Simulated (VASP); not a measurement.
Runs of VASP 6.6.1 on CdH2O2. The structure is that of space group P3m1 (No. 156), or close to it. The cells are those of the table. 

```csv
potentials or basis,cell,cutoff (eV),second run,gap on the mesh (eV),pressure (GPa),largest force (eV/Å)
"VASP PAW PBE potentials, release 64 (Cd_sv_GW, H, O)","a = 3.840, b = 3.840, c = 4.441 Å, angles 90.0, 90.0, 120.0°, 5 atoms",600,valence_matched,(a),-5.8,0.56
"VASP PAW PBE potentials, release 64 (Cd, H, O)","a = 3.988, b = 3.988, c = 4.612 Å, angles 90.0, 90.0, 120.0°, 5 atoms",520,-,0.86,-11.7,1.91
"VASP PAW PBE potentials, release 64 (Cd, H, O)","a = 3.940, b = 3.940, c = 4.557 Å, angles 90.0, 90.0, 120.0°, 5 atoms",520,-,0.94,-10.0,1.39
"VASP PAW PBE potentials, release 64 (Cd, H, O)","a = 3.890, b = 3.890, c = 4.500 Å, angles 90.0, 90.0, 120.0°, 5 atoms",520,-,1.02,(b),0.80
"VASP PAW PBE potentials, release 64 (Cd_sv_GW, H, O)","a = 3.735, b = 3.735, c = 4.320 Å, angles 90.0, 90.0, 120.0°, 5 atoms",600,valence_matched,1.33,1.7,1.57
```

Alike in all rows: task single point; level PBEsol+D3(BJ); no spin polarisation; k mesh 6 × 6 × 4; smearing gaussian 0.01 eV.

Estimate the missing entries.

(a) 1.12; (b) -7.8.

Caveats: the PAW data sets were made with another functional, which shifts forces and pressure a little.

A k mesh can miss the band edges, and the runs leave out spin-orbit coupling on Cd.

The runs don't all hold the same shells in valence.
